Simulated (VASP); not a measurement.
BeS, 2 atoms in the cell. It takes space group F-43m (No. 216, cubic). The conventional cell has a = 4.850 Å, b = 4.850 Å, c = 4.850 Å, α = 90.00°, β = 90.00°, γ = 90.00°. S (site symmetry -43m) has 4 Be at 2.10 Å within 2.8 Å. Within 2.8 Å of Be (site symmetry -43m) lie 4 S at 2.10 Å. 

- Program: VASP 6.6.1
- Task: dielectric tensor
- Functional: BLYP
- Dispersion: D3(BJ)
- Potentials or basis: VASP PAW PBE potentials, release 64 (S, Be)
- Cutoff: 520 eV
- k mesh: 9 × 9 × 9
- Occupations: gaussian, width 0.01 eV
- Spin: no spin polarisation
- Dipole correction: no
- Further INCAR settings: ALGO = Normal; EDIFF = 1e-08

Potentials or basis: VASP PAW PBE potentials, release 64 (S, Be).

The run is started by

```console
$ cat potpaw_PBE.64/S/POTCAR potpaw_PBE.64/Be/POTCAR > POTCAR
$ mpirun -np 1 vasp_std > vasp.out
```

Hardware: 1 thread of Intel(R) Xeon(R) Platinum 8488C (Sapphire Rapids) (shared host).

Question: Estimate the wall time of this run.

Answer: Run time: 2.6 min on 1 thread of Intel(R) Xeon(R) Platinum 8488C (Sapphire Rapids) (shared host), peak memory 0.21 GiB. Counts: scf iterations 94, k points 35.
